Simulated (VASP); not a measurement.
Wanted: the native input for a VASP 6.6.1 run.

* Task: relaxation of cell and atoms
* Functional: PBE
* Potentials or basis: VASP PAW PBE potentials, release 64 (Ni, O)
* Cutoff: 600 eV
* k mesh: 4 × 4 × 4
* Occupations: gaussian, width 0.1 eV
* Spin: no spin polarisation
* Dipole correction: no
* Further INCAR settings: ALGO = Normal; EDIFF = 1e-06; IBRION = 2; EDIFFG = -0.04; NSW = 90; ISIF = 3

The structure of Ni2O lies in POSCAR:

```
Ni2O
1.0
    0.0000000000      3.3134232471      3.3134232471
    3.3134232471      0.0000000000      3.3134232471
    3.3134232471      3.3134232471      0.0000000000
Ni O
4 2
Direct
    0.6250000000      0.6250000000      0.6250000000
    0.1250000000      0.6250000000      0.6250000000
    0.6250000000      0.6250000000      0.1250000000
    0.6250000000      0.1250000000      0.6250000000
    0.5000000000      0.5000000000      0.5000000000
    0.7500000000      0.7500000000      0.7500000000
```

These files were run (other wordings do the same):

INCAR

```
  ALGO = Normal
  EDIFF = 1E-6
  EDIFFG = -0.04
  ENCUT = 600
  GGA = PE
  IBRION = 2
  ISIF = 3
  ISMEAR = 0
  LASPH = T
  LCHARG = F
  LREAL = F
  LWAVE = F
  NELM = 100
  NSW = 90
  PREC = Accurate
  SIGMA = 0.1
```

KPOINTS

```
k-points
0
Gamma
  4 4 4
```

Potentials or basis: VASP PAW PBE potentials, release 64 (Ni, O).

Launch:

```bash
$ cat potpaw_PBE.64/Ni/POTCAR potpaw_PBE.64/O/POTCAR > POTCAR
$ mpirun -np 1 vasp_std > vasp.out
```

Results of the run:

```yaml
Relaxed_volume: 22.57 Å³/atom
Relaxed_cell: a = 5.765 Å, b = 5.765 Å, c = 5.765 Å, α = 60.00°, β = 60.00°, γ = 60.00°
Space_group_after_relaxing_to_0.1_Å: Fd-3m (No. 227)
Pressure_after_relaxing: -0.2 GPa
Band_gap_on_the_k_mesh: zero (bands 26 and 27 overlap by 0.99 eV)
```

Caveat: the k points lie up to 0.33 Å⁻¹ apart in the final cell, too coarse for converged energies and pressures of a metal; the volume moved by over 15 % at a fixed basis, so the end points are rough; the run has no spin polarisation, though such a crystal can be magnetic.

Wall time 2.1 min on 1 thread of AMD EPYC 9R45 96-Core Processor (Zen 5), with other jobs on the host, peak memory 0.21 GiB.
